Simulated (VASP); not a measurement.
Runs of VASP 6.6.1 on BaTiO3. The structure is trigonal, space group R3m (No. 160). Conventional cell: a = 5.655 Å, b = 5.655 Å, c = 6.955 Å, α = 90.00°, β = 90.00°, γ = 120.00°. Ba (site symmetry 3m) has 12 O at 2.79 to 2.89 Å and 8 Ti at 3.37 to 3.59 Å within 3.7 Å. Ti (site symmetry 3m) has 6 O at 1.87 to 2.14 Å within 2.5 Å. Within 2.5 Å of O (site symmetry m) lie 2 Ti at 1.87 to 2.14 Å. 

```tsv
level	U	gap on the mesh (eV)	pressure (GPa)	largest force (eV/Å)
PBEsol+U	Ti d U = 6.0 eV	(c)	6.1	1.74
PBEsol+U	Ti d U = 1.5 eV	(d)	1.9	0.53
PBEsol	-	2.34	0.6	0.14
PBEsol+U	Ti d U = 4.5 eV	(a)	4.7	1.33
PBEsol+U	Ti d U = 3.0 eV	2.63	3.3	(b)
```

Alike in all rows: task single point; potentials or basis VASP PAW PBE potentials, release 64 (Ba_sv, Ti_sv, O); no spin polarisation; cell as given; k mesh 6 × 6 × 6; cutoff (eV) 520; smearing gaussian 0.01 eV.

Task: Fill in the values left out.

Result: (a) 2.80; (b) 0.93; (c) 2.98; (d) 2.48.

Caveats: the PAW data sets were made with another functional, which shifts forces and pressure a little; spin-orbit coupling is left out, which moves the levels of the heavy elements.

A k mesh can miss the band edges, and the runs leave out spin-orbit coupling on Ba.
